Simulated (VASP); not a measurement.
# Hg2OF2 in VASP: notebook

Runs on Hg2OF2. Level: PBE. Tasks: single point.

Program: VASP 6.6.1. These are calculated values, not measurements. Logs are shortened: lines on timing, memory, paths and dates and some standing lists are left out, and cuts for length are marked.

## 1. The cell of the first run

The cell holds a molecule in a box, 5 atoms: a = 10.290 Å, b = 10.480 Å, c = 15.810 Å, α = 90.00°, β = 90.00°, γ = 90.00°.

## 2. Single point, PBE

INCAR

```
SYSTEM = Hg2OF2
PREC = Accurate
ENCUT = 520
EDIFF = 1E-6
ISMEAR = 0
SIGMA = 0.01
LREAL = .False.
LASPH = .True.
NELM = 120
ALGO = Normal
ISIF = 2
LWAVE = .False.
LCHARG = .False.
GGA = PE
NBANDS = 38
GGA_COMPAT = .False.
NELMDL = -8
```

KPOINTS

```
Automatic mesh
0
Gamma
  1 1 1
  0 0 0
```

POSCAR

```
Hg2OF2
1.0
   10.2900000000      0.0000000000      0.0000000000
    0.0000000000     10.4800000000      0.0000000000
    0.0000000000      0.0000000000     15.8100000000
Hg O F
2 1 2
Direct
    0.5041438300      0.5044675600      0.6067179000
    0.5041438300      0.5044675600      0.3935496500
    0.4373177800      0.4293893100      0.5001340900
    0.5628707500      0.5704465600      0.7156375700
    0.5628707500      0.5704465600      0.2846299800
```

Potentials or basis: VASP PAW PBE potentials, release 64 (Hg_sv_GW, O, F).

Command:

```
> cat potpaw_PBE.64/Hg_sv_GW/POTCAR potpaw_PBE.64/O/POTCAR potpaw_PBE.64/F/POTCAR > POTCAR
> mpirun -np 1 vasp_gam > vasp.out
```

OUTCAR:

```text
SYSTEM = Hg2OF2
   PREC = Accurate
   ENCUT = 520
   EDIFF = 1E-6
   ISMEAR = 0
   LREAL = .False.
   LASPH = .True.
   NELM = 120
   ISIF = 2
   GGA = PE
   NELMDL = -8

 ion  position               nearest neighbor table
   1  0.504  0.504  0.607-   4 1.95   3 1.98
   2  0.504  0.504  0.394-   5 1.95   3 1.98
   3  0.437  0.429  0.500-   1 1.98   2 1.98
   4  0.563  0.570  0.716-   1 1.95
   5  0.563  0.570  0.285-   2 1.95

  LATTYP: Found a simple orthorhombic cell.
 ALAT       =    10.2900000000
 B/A-ratio  =     1.0184645287
 C/A-ratio  =     1.5364431487

  Lattice vectors:

 A1 = (  10.2900000000,   0.0000000000,   0.0000000000)
 A2 = (   0.0000000000,  10.4800000000,   0.0000000000)
 A3 = (   0.0000000000,   0.0000000000,  15.8100000000)

Analysis of symmetry for initial positions (statically):
=====================================================================
 Subroutine PRICEL returns:
 Original cell was already a primitive cell.

 Routine SETGRP: Setting up the symmetry group for a
 simple orthorhombic supercell.

 Subroutine GETGRP returns: Found  2 space group operations
 (whereof  1 operations were pure point group operations)
 out of a pool of  8 trial point group operations.

The static configuration has the point symmetry C_1 .
 The point group associated with its full space group is C_1h.

Analysis of symmetry for dynamics (positions and initial velocities):
=====================================================================
 Subroutine PRICEL returns:
 Original cell was already a primitive cell.

 Routine SETGRP: Setting up the symmetry group for a
 simple orthorhombic supercell.

 Subroutine GETGRP returns: Found  2 space group operations
 (whereof  1 operations were pure point group operations)
 out of a pool of  8 trial point group operations.

The dynamic configuration has the point symmetry C_1 .
 The point group associated with its full space group is C_1h.

 Subroutine INISYM returns: Found  2 space group operations
 (whereof  1 operations are pure point group operations),
 and found     1 'primitive' translations

----------------------------------------------------------------------------------------

                                     Primitive cell

  volume of cell :    1704.9378

  direct lattice vectors                    reciprocal lattice vectors
    10.290000000  0.000000000  0.000000000     0.097181730  0.000000000  0.000000000
     0.000000000 10.480000000  0.000000000     0.000000000  0.095419847  0.000000000
     0.000000000  0.000000000 15.810000000     0.000000000  0.000000000  0.063251107

  length of vectors
    10.290000000 10.480000000 15.810000000     0.097181730  0.095419847  0.063251107

  position of ions in fractional coordinates (direct lattice)
     0.504143830  0.504467560  0.606717900
     0.504143830  0.504467560  0.393549650
     0.437317780  0.429389310  0.500134090
     0.562870750  0.570446560  0.715637570
     0.562870750  0.570446560  0.284629980

  ion indices of the primitive-cell ions
   primitive index   ion index
                 1           1
                 2           2
                 3           3
                 4           4
                 5           5

----------------------------------------------------------------------------------------

 KPOINTS: Automatic mesh

Automatic generation of k-mesh.
 Grid dimensions read from file:
 generate k-points for:    1    1    1

 Generating k-lattice:

  Cartesian coordinates                     Fractional coordinates (reciprocal lattice)
     0.097181730  0.000000000  0.000000000     1.000000000  0.000000000  0.000000000
     0.000000000  0.095419847  0.000000000     0.000000000  1.000000000  0.000000000
     0.000000000  0.000000000  0.063251107     0.000000000  0.000000000  1.000000000

  Length of vectors
     0.097181730  0.095419847  0.063251107

  Shift w.r.t. Gamma in fractional coordinates (k-lattice)
     0.000000000  0.000000000  0.000000000

 Subroutine IBZKPT returns following result:
 ===========================================

 Found      1 irreducible k-points:

 Following reciprocal coordinates:
            Coordinates               Weight
  0.000000  0.000000  0.000000      1.000000
   k-points           NKPTS =      1   k-points in BZ     NKDIM =      1   number of bands    NBANDS=     38
   number of dos      NEDOS =    301   number of ions     NIONS =      5
   total plane-waves  NPLWV = 768000
   dimension x,y,z NGX =    80 NGY =   80 NGZ =  120
   dimension x,y,z NGXF=   160 NGYF=  160 NGZF=  240
   ions per type =               2   1   2
   NGX,Y,Z   is equivalent  to a cutoff of  12.92, 12.69, 12.62 a.u.
   NGXF,Y,Z  is equivalent  to a cutoff of  25.85, 25.38, 25.24 a.u.
 SYSTEM =  Hg2OF2
   PREC   = accura    normal or accurate (medium, high low for compatibility)
   ISTART =      0    job   : 0-new  1-cont  2-samecut
   ICHARG =      2    charge: 1-file 2-atom 10-const
   ISPIN  =      1    spin polarized calculation?
   LNONCOLLINEAR =      F non collinear calculations
   LSORBIT =      F    spin-orbit coupling
   LASPH  =      T    aspherical Exc in radial PAW
   ENCUT  =  520.0 eV  38.22 Ry    6.18 a.u.  19.13 19.49 29.40*2*pi/ulx,y,z
   NELM   =    120;   NELMIN=  2; NELMDL= -8     # of ELM steps
   EDIFF  = 0.1E-05   stopping-criterion for ELM
   LREAL  =      F    real-space projection
   EDIFFG = 0.1E-04   stopping-criterion for IOM
   NSW    =      0    number of steps for IOM
   IBRION =     -1    ionic relax: 0-MD 1-quasi-New 2-CG
   NFREE  =      0    steps in history (QN), initial steepest desc. (CG)
   ISIF   =      2    stress and relaxation
   ISYM   =      2    0-nonsym 1-usesym 2-fastsym
   POTIM  = 0.5000    time-step for ionic-motion
   TEBEG  =    0.0;   TEEND  =   0.0 temperature during run
   PSTRESS=    0.0 pullay stress
   NELECT =      60.0000    total number of electrons
   NUPDOWN=      -1.0000    fix difference up-down
   EMIN   =  10.00;   EMAX   =-10.00  energy-range for DOS
   EFERMI =   0.00;   METHOD = LEGACY
   ISMEAR =     0;   SIGMA  =   0.01  broadening in eV -4-tet -1-fermi 0-gaus
   EFERMI_NEDOS =   21; number of points for ismear=-14 and -15
   IALGO  =     38    algorithm
   IMIX   =      4    mixing-type and parameters
     AMIX     =   0.40;   BMIX     =  1.00
     AMIX_MAG =   1.60;   BMIX_MAG =  1.00
  volume/ion in A,a.u.               =     340.99      2301.10
  Fermi-wavevector in a.u.,A,eV,Ry     =   0.536483  1.013805  3.915943  0.287814
  Thomas-Fermi vector in A             =   1.561823
   LORBIT       =      0    0 simple, 1 ext, 2 COOP (PROOUT), +10 PAW based schemes
   GGA     = PE    functional components
   LHFCALC =     F    Hartree Fock is set to
   AEXX    =    0.0000 exact exchange contribution
   IVDW    =     0    specifies the selected vdW correction
   LEPSILON=     F    determine dielectric tensor
   LRPA    =     F    only Hartree local field effects (RPA)
 non-spin polarized calculation
 Gauss-broadening in eV      SIGMA  =   0.01
  energy-cutoff  :      520.00
  volume of cell :     1704.94
 maximum number of plane-waves:     22966
 NGX is ok and might be reduce to    80
   NGX = 39   NGY = 39   NGZ = 59

 number of electron      60.0000005 magnetization

 Free energy of the ion-electron system (eV)
  ---------------------------------------------------
  ext. energy  EPLUGINS =         0.00000000
  ---------------------------------------------------
  free energy    TOTEN  =       -12.93328971 eV

  energy without entropy =      -12.93328971  energy(sigma->0) =      -12.93328971

 E-fermi :  -6.4886     XC(G=0):  -1.0180

 val. band max:       -6.7351864061   @ k =   0.0000   0.0000   0.0000
 cond. band min:      -3.4555978636   @ k =   0.0000   0.0000   0.0000
 fundamental gap:      3.2795885425
 Fermi energy:        -6.4886132784

 k-point     1 :       0.0000    0.0000    0.0000
  band No.  band energies     occupation
      1    -120.1148      2.00000
      2    -120.1147      2.00000
      3     -68.6450      2.00000
      4     -68.6390      2.00000
      5     -68.3917      2.00000
      6     -68.3905      2.00000
[... 30 lines left out ...]
     37       0.1501      0.00000
     38       0.6464      0.00000

------------------------ aborting loop because EDIFF is reached ----------------------------------------

  FORCE on cell =-STRESS in cart. coord.  units (eV):
  Direction    XX          YY          ZZ          XY          YZ          ZX
  --------------------------------------------------------------------------------------
  -------------------------------------------------------------------------------------
  Total       -0.3756347     -0.3639291     -0.6502034      0.0095126      0.0000000      0.0000000
  in kB       -0.3529944     -0.3419943     -0.6110142      0.0089392      0.0000000      0.0000000
  external PRESSURE =      -0.4353343 kB  Pullay stress =       0.0000000 kB

 VOLUME and BASIS-vectors are now :
 -----------------------------------------------------------------------------
  energy-cutoff  :      520.00
  volume of cell :     1704.94
      direct lattice vectors                 reciprocal lattice vectors
    10.290000000  0.000000000  0.000000000     0.097181730  0.000000000  0.000000000
     0.000000000 10.480000000  0.000000000     0.000000000  0.095419847  0.000000000
     0.000000000  0.000000000 15.810000000     0.000000000  0.000000000  0.063251107

 POSITION                                       TOTAL-FORCE (eV/Angst)
 -----------------------------------------------------------------------------------
      5.18764      5.28682      9.59221        -0.054912     -0.061692     -0.286228
      5.18764      5.28682      6.22202        -0.054912     -0.061692      0.286228
      4.50000      4.50000      7.90712         0.044282      0.049610      0.000000
      5.79194      5.97828     11.31423         0.032770      0.036887      0.104436
      5.79194      5.97828      4.50000         0.032770      0.036887     -0.104436
 -----------------------------------------------------------------------------------
    total drift:                               -0.001442      0.005397      0.059933

  FREE ENERGIE OF THE ION-ELECTRON SYSTEM (eV)
  ---------------------------------------------------
  free  energy   TOTEN  =       -12.9332897150 eV

  energy  without entropy=      -12.9332897150  energy(sigma->0) =      -12.93328971
```

It took 5.4 min on 1 thread of Intel Xeon Platinum 8259CL at 2.50GHz (Skylake/Cascade Lake), shared host; peak memory 1.2 GiB.

What came out:

- Free energy: -12.9333 eV
- Largest force: 0.298 eV/Å
- Gap between the frontier levels: 3.28 eV

Forces in eV/Å, atoms in the order of the input:
```
Hg  -0.055 -0.062 -0.286
Hg  -0.055 -0.062  0.286
O    0.044  0.050  0.000
F    0.033  0.037  0.104
F    0.033  0.037 -0.104
```

Caveat: spin-orbit coupling is left out, which moves the levels of the heavy elements.

## 3. Single point, PBE, non-collinear spin, zero start, spin-orbit coupling

INCAR

```
SYSTEM = Hg2OF2
PREC     = Accurate       ! precision mode
ENCUT    = 520            ! plane-wave cutoff, eV
EDIFF    = 1E-6           ! SCF threshold, eV
ISMEAR   = 0              ! smearing method
SIGMA    = 0.01           ! smearing width, eV
LREAL    = .FALSE.        ! projectors in reciprocal space
LASPH    = .TRUE.         ! aspherical terms in the spheres
NELM     = 200            ! most SCF steps
ALGO     = Normal         ! electronic algorithm
ISIF     = 2              ! what is computed and relaxed
LWAVE    = .FALSE.        ! write WAVECAR
LCHARG   = .FALSE.        ! write CHGCAR
MAGMOM   = 0 0 0 0 0 0 0 0 0 0 0 0 0 0 0 ! initial moments
LORBIT   = 11             ! projections on sites
LSORBIT  = .TRUE.         ! spin-orbit coupling
GGA_COMPAT= .FALSE.      
LORBMOM  = .TRUE.       
GGA      = PE             ! functional
NBANDS   = 75             ! bands
NELMDL   = -8
```

KPOINTS

```
Automatic mesh
0
G
  1 1 1
  0 0 0
```

POSCAR is that of step 2.

Potentials or basis: VASP PAW PBE potentials, release 64 (Hg_sv_GW, O, F).

Command:

```
> cat potpaw_PBE.64/Hg_sv_GW/POTCAR potpaw_PBE.64/O/POTCAR potpaw_PBE.64/F/POTCAR > POTCAR
> mpirun -np 1 vasp_ncl > vasp.out
```

OUTCAR:

```text
SYSTEM = Hg2OF2
   PREC = Accurate
   ENCUT = 520
   EDIFF = 1E-6
   ISMEAR = 0
   LREAL = .FALSE.
   LASPH = .TRUE.
   NELM = 200
   ISIF = 2
   LORBIT = 11
   LSORBIT = .TRUE.
   GGA = PE
   NELMDL = -8

 ion  position               nearest neighbor table
   1  0.504  0.504  0.607-   4 1.95   3 1.98
   2  0.504  0.504  0.394-   5 1.95   3 1.98
   3  0.437  0.429  0.500-   1 1.98   2 1.98
   4  0.563  0.570  0.716-   1 1.95
   5  0.563  0.570  0.285-   2 1.95

  LATTYP: Found a simple orthorhombic cell.
 ALAT       =    10.2900000000
 B/A-ratio  =     1.0184645287
 C/A-ratio  =     1.5364431487

  Lattice vectors:

 A1 = (  10.2900000000,   0.0000000000,   0.0000000000)
 A2 = (   0.0000000000,  10.4800000000,   0.0000000000)
 A3 = (   0.0000000000,   0.0000000000,  15.8100000000)

Analysis of symmetry for initial positions (statically):
=====================================================================
 Subroutine PRICEL returns:
 Original cell was already a primitive cell.

 Routine SETGRP: Setting up the symmetry group for a
 simple orthorhombic supercell.

 Subroutine GETGRP returns: Found  2 space group operations
 (whereof  1 operations were pure point group operations)
 out of a pool of  8 trial point group operations.

The static configuration has the point symmetry C_1 .
 The point group associated with its full space group is C_1h.

Analysis of symmetry for dynamics (positions and initial velocities):
=====================================================================
 Subroutine PRICEL returns:
 Original cell was already a primitive cell.

 Routine SETGRP: Setting up the symmetry group for a
[... 297 lines left out ...]
 ------------------------------------------------
            0.000   0.000   0.000   0.000

 orbital moment (z)

 # of ion     p       d       f       tot
 ------------------------------------------------
  1        -0.000  -0.000   0.000  -0.000
  2        -0.000  -0.000   0.000  -0.000
  3         0.000   0.000   0.000   0.000
  4         0.000   0.000   0.000   0.000
  5         0.000   0.000   0.000   0.000
 ------------------------------------------------
           -0.000  -0.000   0.000  -0.000

 Spin-Orbit-Coupling matrix elements

 Ion:    1  E_soc:     -7.6158323
 l=   1
     0.0000000    -1.1606542    -1.1563285
    -1.1606542     0.0000000    -1.1604487
    -1.1563285    -1.1604487     0.0000000
 l=   2
     0.0000000    -0.0218154     0.0000000    -0.0214168    -0.0808211
    -0.0218154     0.0000000    -0.0709319    -0.0225005    -0.0214772
     0.0000000    -0.0709319     0.0000000    -0.0700967     0.0000000
    -0.0214168    -0.0225005    -0.0700967     0.0000000    -0.0214270
    -0.0808211    -0.0214772     0.0000000    -0.0214270     0.0000000
 l=   3
     0.0000000    -0.0000000     0.0000000     0.0000000     0.0000000    -0.0000000     0.0000000
    -0.0000000     0.0000000     0.0000002     0.0000000     0.0000001     0.0000002    -0.0000000
     0.0000000     0.0000002     0.0000000     0.0000006     0.0000001     0.0000002     0.0000000
     0.0000000     0.0000000     0.0000006     0.0000000     0.0000006     0.0000000     0.0000000
[... 69 lines left out ...]
 l=   2
     0.0000000     0.0000000     0.0000000     0.0000000     0.0000000
     0.0000000     0.0000000     0.0000000     0.0000000     0.0000000
     0.0000000     0.0000000     0.0000000     0.0000000     0.0000000
     0.0000000     0.0000000     0.0000000     0.0000000     0.0000000
     0.0000000     0.0000000     0.0000000     0.0000000     0.0000000
 l=   3
     0.0000000     0.0000000     0.0000000     0.0000000     0.0000000     0.0000000     0.0000000
     0.0000000     0.0000000     0.0000000     0.0000000     0.0000000     0.0000000     0.0000000
     0.0000000     0.0000000     0.0000000     0.0000000     0.0000000     0.0000000     0.0000000
     0.0000000     0.0000000     0.0000000     0.0000000     0.0000000     0.0000000     0.0000000
     0.0000000     0.0000000     0.0000000     0.0000000     0.0000000     0.0000000     0.0000000
     0.0000000     0.0000000     0.0000000     0.0000000     0.0000000     0.0000000     0.0000000
     0.0000000     0.0000000     0.0000000     0.0000000     0.0000000     0.0000000     0.0000000

 total charge

# of ion       s       p       d       f       tot
--------------------------------------------------
    1        2.557   6.340   8.860   0.045  17.802
    2        2.557   6.340   8.860   0.045  17.802
    3        1.579   3.311   0.000   0.000   4.890
    4        1.744   4.275   0.000   0.000   6.019
    5        1.744   4.275   0.000   0.000   6.019
--------------------------------------------------
tot         10.181  24.542  17.720   0.090  52.533

 magnetization (x)

# of ion       s       p       d       f       tot
--------------------------------------------------
    1       -0.000   0.000   0.000  -0.000   0.000
    2        0.000  -0.000  -0.000   0.000  -0.000
    3        0.000   0.000   0.000   0.000   0.000
    4        0.000   0.000   0.000   0.000   0.000
    5       -0.000  -0.000   0.000   0.000  -0.000
--------------------------------------------------
tot          0.000   0.000   0.000   0.000   0.000

 magnetization (y)

# of ion       s       p       d       f       tot
--------------------------------------------------
    1       -0.000  -0.000   0.000  -0.000  -0.000
    2        0.000   0.000  -0.000   0.000   0.000
    3        0.000   0.000   0.000   0.000   0.000
    4        0.000  -0.000   0.000   0.000  -0.000
    5       -0.000   0.000   0.000   0.000   0.000
--------------------------------------------------
tot          0.000   0.000   0.000   0.000   0.000

 magnetization (z)

# of ion       s       p       d       f       tot
--------------------------------------------------
    1        0.000   0.000  -0.000  -0.000   0.000
    2        0.000   0.000  -0.000  -0.000   0.000
    3       -0.000   0.000   0.000   0.000   0.000
    4        0.000  -0.000   0.000   0.000  -0.000
    5        0.000  -0.000   0.000   0.000  -0.000
--------------------------------------------------
tot          0.000   0.000  -0.000  -0.000   0.000
```

Wall time 25 min (1 thread of Intel Xeon Platinum 8259CL at 2.50GHz (Skylake/Cascade Lake), shared host); peak memory 4.1 GiB.

What came out:

```
Free energy                                           : -20.5244 eV
Largest force                                         : 0.300 eV/Å
Net moment                                            : 0.00 μB per cell
Valence electrons inside the program's atomic spheres : Hg 17.80; O 4.89; F 6.02
```

Forces in eV/Å, atoms in the order of the input:
```
Hg  -0.054 -0.060 -0.289
Hg  -0.054 -0.060  0.289
O    0.068  0.077  0.000
F    0.020  0.022  0.068
F    0.020  0.022 -0.068
```

Moments on the atoms (μB; x, y, z):
```
Hg  0.00 0.00 0.00
Hg  0.00 0.00 0.00
O   0.00 0.00 0.00
F   0.00 0.00 0.00
F   0.00 0.00 0.00
```
